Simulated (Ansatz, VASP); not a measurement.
## NbAs in VASP and in Ansatz

```
Nb As
1.0
     0.00000    2.63402    2.63402
     2.63402    0.00000    2.63402
     2.63402    2.63402    0.00000
Nb As
1 1
Direct
  0.00000 0.00000 0.00000
  0.50000 0.50000 0.50000
```

Alike in both runs: functional r2SCAN; k mesh 6 × 6 × 6; occupations gaussian, width 0.1 eV; no spin polarisation.

Ansatz relaxed the structure, and its values are those at the end. VASP's run is a single point on that final structure, the one shown.

```csv
,VASP,Ansatz
version,VASP 6.6.1,Ansatz 0.2.0
potentials or method,"VASP PAW PBE potentials, release 64 (Nb_sv, As), cutoff 520 eV","scalar-relativistic, plane waves, PAW"
valence electrons in the cell,18,28
```

```csv
,VASP,Ansatz,Ansatz less VASP
gap on the k mesh at the Fermi level (eV),none,none,-
pressure (GPa),-0.3,-0.3,+0.04
```

VASP's potentials were made for PBE, not for r2SCAN. A gap of «none» marks a metal or a gap that the smearing closes. VASP's potentials hold 18 valence electrons a cell and Ansatz's 28, so a difference there can come from the potentials and not from the codes.
